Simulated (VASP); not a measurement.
Set up this calculation in VASP 6.6.1, as the native input.

```yaml
Task: density of states
Functional: LDA
Potentials_or_basis: VASP PAW PBE potentials, release 64 (Lu)
Cutoff: 520 eV
k_mesh: 14 × 14 × 14
Occupations: fermi-dirac, width 0.08 eV
Spin: no spin polarisation
Dipole_correction: no
k_mesh_for_the_DOS: 21 × 21 × 21
Occupations_for_the_DOS: tetrahedron
Further_INCAR_settings: ALGO = Normal; EDIFF = 1e-06; NBANDS = 18
```

Crystal: Lu.

```xyz
1
Lattice="2.2467 0.0000 0.0000 0.0000 2.2467 0.0000 0.0000 0.0000 2.2467" Properties=species:S:1:pos:R:3 pbc="T T T"
Lu    0.0000    0.0000    0.0000
```

This cell differs from its parent crystal: volume scaled by 0.4.

The input as run:

POSCAR

```
Lu
1.0
    2.2466616556      0.0000000000      0.0000000000
    0.0000000000      2.2466616556      0.0000000000
    0.0000000000      0.0000000000      2.2466616556
Lu
1
Direct
    0.0000000000      0.0000000000      0.0000000000
```

INCAR.step1

```
SYSTEM = Lu
  PREC = Accurate
  ENCUT = 520
  EDIFF = 1E-6
  ISMEAR = -1
  SIGMA = 0.08
  LREAL = .FALSE.
  LASPH = .TRUE.
  NELM = 100
  ALGO = Normal
  ISIF = 2
  LWAVE = .FALSE.
  LCHARG = .TRUE.
  GGA = CA
  NBANDS = 18
```

KPOINTS.step1

```
regular mesh
0
G
  14 14 14
  0 0 0
```

INCAR.step2

```
SYSTEM = Lu
  PREC = Accurate
  ENCUT = 520
  EDIFF = 1E-6
  ISMEAR = -5
  SIGMA = 0.08
  LREAL = .FALSE.
  LASPH = .TRUE.
  NELM = 100
  ALGO = Normal
  ISIF = 2
  LWAVE = .FALSE.
  LCHARG = .FALSE.
  GGA = CA
  LORBIT = 11
  NBANDS = 18
  NEDOS = 1001
  ICHARG = 11
```

KPOINTS.step2

```
regular mesh
0
G
  21 21 21
  0 0 0
```

Potentials or basis: VASP PAW PBE potentials, release 64 (Lu).

Command:

```console
$ cat potpaw_PBE.64/Lu/POTCAR > POTCAR
$ cp INCAR.step1 INCAR
$ cp KPOINTS.step1 KPOINTS
$ mpirun -np 1 vasp_std > vasp.out
$ cp INCAR.step2 INCAR
$ cp KPOINTS.step2 KPOINTS
$ mpirun -np 1 vasp_std > vasp.out
```

It took 40 s on 1 thread of Intel(R) Xeon(R) 6975P-C (Granite Rapids), with other jobs on the host, peak memory 0.17 GiB.
